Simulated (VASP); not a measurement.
Input of a VASP 6.6.1 run:

The input INCAR:

```
  PREC = Accurate
  ENCUT = 520
  EDIFF = 1E-7
  ISMEAR = 0
  SIGMA = 0.15
  LREAL = F
  LASPH = T
  NELM = 60
  ALGO = Normal
  ISIF = 2
  LWAVE = F
  LCHARG = F
  GGA = PS
  NBANDS = 18
```

Contents of KPOINTS:

```
regular mesh
0
Gamma
  12 12 12
```

The input POSCAR:

```
BiTe
1.0
    2.4227077728      1.3987509848      3.3172919545
   -2.4227077728      1.3987509848      3.3172919545
    0.0000000000     -2.7975019696      3.3172919545
Bi Te
1 1
Direct
    0.5000000000      0.5000000000      0.5000000000
    0.0076869882      0.0076869882     -0.0076869882
```

Potentials or basis: VASP PAW PBE potentials, release 64 (Bi_d, Te).

Run with:

```sh
$ cat potpaw_PBE.64/Bi_d/POTCAR potpaw_PBE.64/Te/POTCAR > POTCAR
$ mpirun -np 1 vasp_std > vasp.out
```

Predict the pressure.

-2.5 GPa.

Estimate the band gap on the k mesh.

zero (an odd number of electrons rules out a gap without spin polarisation).

Estimate the largest force.

0.090 eV/Å.

Forces on the atoms (eV/Å):
```
Bi   0.000  0.086  0.028
Te   0.000 -0.086 -0.028
```

Caveat: the cell differs from its parent crystal (all Te atoms moved -0.050 Å, as atom 2 towards its neighbour atom 1 (Bi) at 3.252 Å); the PAW data sets were made with another functional, which shifts forces and pressure a little; spin-orbit coupling is left out, which moves the levels of the heavy elements.
